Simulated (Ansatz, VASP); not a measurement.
## One calculation of CuI, two programs

INCAR

```
ALGO = Normal
EDIFF = 1E-6
ENCUT = 520
GGA = RP
ISIF = 2
ISMEAR = -1
LASPH = T
LCHARG = T
LELF = T
LREAL = F
LVHAR = T
LWAVE = F
NBANDS = 16
NELM = 80
PREC = Accurate
SIGMA = 0.05
```

Contents of KPOINTS:

```
k-points
0
Gamma
  8 8 8
```

POSCAR

```
CuI
1.0
    0.0000000000      3.0315000000      3.0315000000
    3.0315000000      0.0000000000      3.0315000000
    3.0315000000      3.0315000000      0.0000000000
I Cu
1 1
Direct
    0.0000000000      0.0000000000      0.0000000000
    0.7500000000      0.7500000000      0.7500000000
```

The input input.yaml:

```yaml
crystal:
  lattice:
    - [0.0, 3.0315, 3.0315]
    - [3.0315, 0.0, 3.0315]
    - [3.0315, 3.0315, 0.0]
  atoms:
    - { symbol: I, position: [0.0, 0.0, 0.0] }
    - { symbol: Cu, position: [0.75, 0.75, 0.75] }
kpoints:
  mp_grid: { grid: [8, 8, 8] }
  band_path:
    path:
      - [0.0, 0.0, 0.0]
      - [0.5, 0.0, 0.5]
      - [0.5, 0.25, 0.75]
      - [0.375, 0.375, 0.75]
      - [0.0, 0.0, 0.0]
      - [0.5, 0.5, 0.5]
      - [0.625, 0.25, 0.625]
      - [0.5, 0.25, 0.75]
    npoints: 10
scf:
  occupations: { method: fermi_dirac, width: 0.05 }
hamiltonian:
  xc: rpbe
  pseudopotentials: { kind: all_electron, lapw: { basis_error: 0.001 } }
output:
  forces: true
  stress: true
  eigenvalues: true
```

Alike in both runs: functional RPBE; k mesh 8 × 8 × 8; occupations fermi-dirac, width 0.05 eV; no spin polarisation.

|  | VASP | Ansatz |
| --- | --- | --- |
| version | VASP 6.6.1 | Ansatz 0.2.0 |
| potentials or method | VASP PAW PBE potentials, release 64 (I, Cu), cutoff 520 eV | all-electron LAPW, scalar-relativistic |
| task | single point | band structure |

```csv
,VASP,Ansatz,Ansatz less VASP
gap on the k mesh at the Fermi level (eV),1.28,1.26,-0.017
least direct gap on the mesh (eV),1.28,1.26,-0.017
pressure (GPa),2.4,2.4,-0.04
```

VASP's potentials were made for PBE, not for RPBE. Ansatz ran all-electron here, and VASP with PAW potentials.

Neither program's run includes spin-orbit coupling.
